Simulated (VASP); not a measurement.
## CuI: single point with PBEsol

The system is CuI.

```xyz
4
Lattice="4.0229 0.0000 0.0000 0.0000 4.0229 0.0000 0.0000 0.0000 5.6506" Properties=species:S:1:pos:R:3 pbc="T T T"
Cu    0.0000    0.0000    0.0000
Cu    2.0114    2.0114    0.0000
I     0.0000    2.0114    1.6460
I     2.0114    0.0000    4.0046
```

| Quantity | Value |
| --- | --- |
| Program | VASP 6.6.1 |
| Task | single point |
| Functional | PBEsol |
| Potentials or basis | VASP PAW PBE potentials, release 64 (Cu, I) |
| Cutoff | 520 eV |
| k mesh | 4 × 4 × 4 |
| Occupations | gaussian, width 0.01 eV |
| Spin | no spin polarisation |
| Dipole correction | no |
| Further INCAR settings | ALGO = Normal; EDIFF = 1e-07; NBANDS = 26 |

```yaml
Pressure: 2.9 GPa
Largest_force: 0.055 eV/Å
Band_gap_on_the_k_mesh: 1.45 eV
```

Forces in eV/Å, atoms in the order of the input:
```
Cu   0.000  0.000  0.000
Cu   0.000  0.000  0.000
I    0.000  0.000 -0.055
I    0.000  0.000  0.055
```

Stress tensor (GPa, compression positive):
```
2.51 0.00 0.00
0.00 2.51 0.00
0.00 0.00 3.62
```

Levels at points of the mesh, in eV from the valence-band top:
| k point | band 14 | band 15 | band 16 | band 17 | band 18 | band 19 | band 20 | band 21 | band 22 | band 23 |
| --- | --- | --- | --- | --- | --- | --- | --- | --- | --- | --- |
| (0.00, 0.00, 0.00) | -1.92 | -1.61 | -1.30 | 0.00 | 0.00 | 1.45 | 2.44 | 3.07 | 4.40 | 4.40 |
| (0.50, 0.00, 0.00) | -2.41 | -1.60 | -1.60 | -0.90 | -0.90 | 3.81 | 3.81 | 4.28 | 4.28 | 6.56 |
| (0.50, 0.50, 0.00) | -2.18 | -2.07 | -2.07 | -1.58 | -1.58 | 2.07 | 2.07 | 2.14 | 2.14 | 10.19 |
| (0.00, 0.00, 0.50) | -1.67 | -1.64 | -1.61 | -0.90 | -0.90 | 3.05 | 3.35 | 3.46 | 4.03 | 5.27 |
| (0.50, 0.00, 0.50) | -2.43 | -0.87 | -0.87 | -0.78 | -0.78 | 2.00 | 2.00 | 5.19 | 5.19 | 5.22 |
| (0.50, 0.50, 0.50) | -2.31 | -2.18 | -2.18 | -1.38 | -1.38 | 4.51 | 4.51 | 4.75 | 4.75 | 6.17 |

Run time: 94 s on 1 thread of Intel Xeon 8259CL (shared host), peak memory 0.2 GiB.

Caveat: the PAW data sets were made with another functional, which shifts forces and pressure a little; spin-orbit coupling is left out, which moves the levels of the heavy elements.
